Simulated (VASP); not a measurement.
Set up this calculation in VASP 6.6.1, as the native input.

```
Task                   : relaxation of cell and atoms
Functional             : r2SCAN
Potentials or basis    : VASP PAW PBE potentials, release 64 (Ba_sv, S)
Cutoff                 : 600 eV
k mesh                 : 6 × 6 × 6
Occupations            : fermi-dirac, width 0.02 eV
Spin                   : no spin polarisation
Dipole correction      : no
Further INCAR settings : ALGO = Normal; EDIFF = 1e-06; IBRION = 2; EDIFFG = -0.005; NSW = 80; ISIF = 3
```

Crystal: BaS.

```
Ba S
1.0
     3.84140    0.00000    0.00000
     0.00000    3.84140    0.00000
     0.00000    0.00000    3.84140
Ba S
1 1
Direct
  0.00000 0.00000 0.00000
  0.50000 0.50000 0.50000
```

One way to write it, as run:

POSCAR

```
BaS
1.0
    3.8414027865      0.0000000000      0.0000000000
    0.0000000000      3.8414027865      0.0000000000
    0.0000000000      0.0000000000      3.8414027865
Ba S
1 1
Direct
    0.0000000000      0.0000000000      0.0000000000
    0.5000000000      0.5000000000      0.5000000000
```

INCAR.step1

```
SYSTEM = BaS
PREC     = Accurate       ! precision mode
ENCUT    = 600            ! plane-wave cutoff, eV
ISMEAR   = -1             ! smearing method
SIGMA    = 0.02           ! smearing width, eV
LREAL    = .FALSE.        ! projectors in reciprocal space
LASPH    = .TRUE.         ! aspherical terms in the spheres
NELM     = 100            ! most SCF steps
GGA      = PE             ! functional
ALGO     = Normal         ! electronic algorithm
EDIFF    = 1E-4           ! SCF threshold, eV
LWAVE    = .TRUE.         ! write WAVECAR
LCHARG   = .FALSE.        ! write CHGCAR
```

INCAR.step2

```
SYSTEM = BaS
PREC     = Accurate       ! precision mode
ENCUT    = 600            ! plane-wave cutoff, eV
EDIFF    = 1E-6           ! SCF threshold, eV
ISMEAR   = -1             ! smearing method
SIGMA    = 0.02           ! smearing width, eV
LREAL    = .FALSE.        ! projectors in reciprocal space
LASPH    = .TRUE.         ! aspherical terms in the spheres
NELM     = 100            ! most SCF steps
ALGO     = Normal         ! electronic algorithm
ISIF     = 3              ! what is computed and relaxed
LWAVE    = .FALSE.        ! write WAVECAR
LCHARG   = .FALSE.        ! write CHGCAR
METAGGA  = R2SCAN         ! meta-GGA
LMIXTAU  = .TRUE.       
IBRION   = 2              ! ionic algorithm
NSW      = 80             ! ionic steps
EDIFFG   = -0.005         ! ionic threshold
ISTART   = 1
```

KPOINTS

```
Automatic mesh
0
G
  6 6 6
  0 0 0
```

Potentials or basis: VASP PAW PBE potentials, release 64 (Ba_sv, S).

Command:

```console
$ cat potpaw_PBE.64/Ba_sv/POTCAR potpaw_PBE.64/S/POTCAR > POTCAR
$ cp INCAR.step1 INCAR
$ mpirun -np 1 vasp_std > vasp.out
$ cp INCAR.step2 INCAR
$ mpirun -np 1 vasp_std > vasp.out
```

It gave:

| Item | Value |
| --- | --- |
| Relaxed volume | 28.71 Å³/atom |
| Relaxed cell | a = 3.858 Å, b = 3.858 Å, c = 3.858 Å, α = 90.00°, β = 90.00°, γ = 90.00° |
| Space group after relaxing (to 0.1 Å) | Pm-3m (No. 221) |
| Energy gained by relaxing | 0.8 meV/atom |
| Ionic steps | 3 |
| Pressure after relaxing | 0.0 GPa |
| Band gap on the k mesh | 1.84 eV (least direct gap 1.95 eV) |

Caveat: the PAW data sets were made with another functional, which shifts forces and pressure a little; spin-orbit coupling is left out, which moves the levels of the heavy elements.

Run time: 88 s on 1 thread of Intel(R) Xeon(R) Platinum 8488C (Sapphire Rapids) (shared host), peak memory 0.2 GiB.
